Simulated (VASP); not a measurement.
MgO, 2 atoms in the cell. Symmetry: F-43m, No. 216, cubic system. The conventional cell has a = 4.564 Å, b = 4.564 Å, c = 4.564 Å, α = 90.00°, β = 90.00°, γ = 90.00°. Mg (site symmetry -43m) has 4 O at 1.98 Å within 2.6 Å. Within 2.6 Å of O (site symmetry -43m) lie 4 Mg at 1.98 Å. 

- Program: VASP 6.6.1
- Task: single point
- Functional: HSE06
- Potentials or basis: VASP PAW PBE potentials, release 64 (Mg, O)
- Cutoff: 520 eV
- k mesh: 6 × 6 × 6
- Occupations: gaussian, width 0.01 eV
- Spin: no spin polarisation
- Dipole correction: no
- Grid for exact exchange (PRECFOCK): Normal
- Further INCAR settings: ALGO = Normal; EDIFF = 1e-06; NBANDS = 11
- Screening parameter: 0.2079 1/Å

Potentials or basis: VASP PAW PBE potentials, release 64 (Mg, O).

The run is started by

```console
$ cat potpaw_PBE.64/Mg/POTCAR potpaw_PBE.64/O/POTCAR > POTCAR
$ cp INCAR.step1 INCAR
$ mpirun -np 1 vasp_std > vasp.out
$ cp INCAR.step2 INCAR
$ mpirun -np 1 vasp_std > vasp.out
```

Hardware: 1 thread of AMD EPYC 7R13 Processor (Zen 3), with other jobs on the host.

Task: Estimate the wall time of this run.

Result: It took 6.4 min on 1 thread of AMD EPYC 7R13 Processor (Zen 3) (shared host), peak memory 0.23 GiB. Counts: k points 16.
